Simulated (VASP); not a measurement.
Runs of VASP 6.6.1 on Sr. The structure is that of space group P6/mmm (No. 191), or close to it. The cells are those of the table. This isn't the form of Sr at room conditions, which is fcc.

```tsv
cell	k mesh	gap on the mesh (eV)	pressure (GPa)
a = 7.222, b = 7.222, c = 4.327 Å, angles 90.0, 90.0, 120.0°, 3 atoms	6 × 6 × 9	none	-1.0
a = 6.955, b = 6.955, c = 4.167 Å, angles 90.0, 90.0, 120.0°, 3 atoms	6 × 6 × 8	none	0.0
a = 7.135, b = 7.135, c = 4.275 Å, angles 90.0, 90.0, 120.0°, 3 atoms	6 × 6 × 9	none	(a)
a = 6.861, b = 6.861, c = 4.111 Å, angles 90.0, 90.0, 120.0°, 3 atoms	6 × 6 × 9	none	0.5
a = 6.664, b = 6.664, c = 3.993 Å, angles 90.0, 90.0, 120.0°, 3 atoms	6 × 6 × 9	none	1.6
a = 6.764, b = 6.764, c = 4.053 Å, angles 90.0, 90.0, 120.0°, 3 atoms	6 × 6 × 9	none	(b)
a = 7.046, b = 7.046, c = 4.222 Å, angles 90.0, 90.0, 120.0°, 3 atoms	6 × 6 × 9	none	-0.4
a = 6.955, b = 6.955, c = 4.167 Å, angles 90.0, 90.0, 120.0°, 3 atoms	6 × 6 × 9	none	0.0
```

Alike in all rows: task single point; level revPBE; potentials or basis VASP PAW PBE potentials, release 64 (Sr_sv); no spin polarisation; cutoff (eV) 520; smearing fermi-dirac 0.1 eV.

Task: Fill in the values left out.

Result: (a) -0.7; (b) 1.0.

Caveats: the PAW data sets were made with another functional, which shifts forces and pressure a little.

A k mesh can miss the band edges, and the runs leave out spin-orbit coupling on Sr.

A gap of «none» marks levels without a gap at the run's occupations.
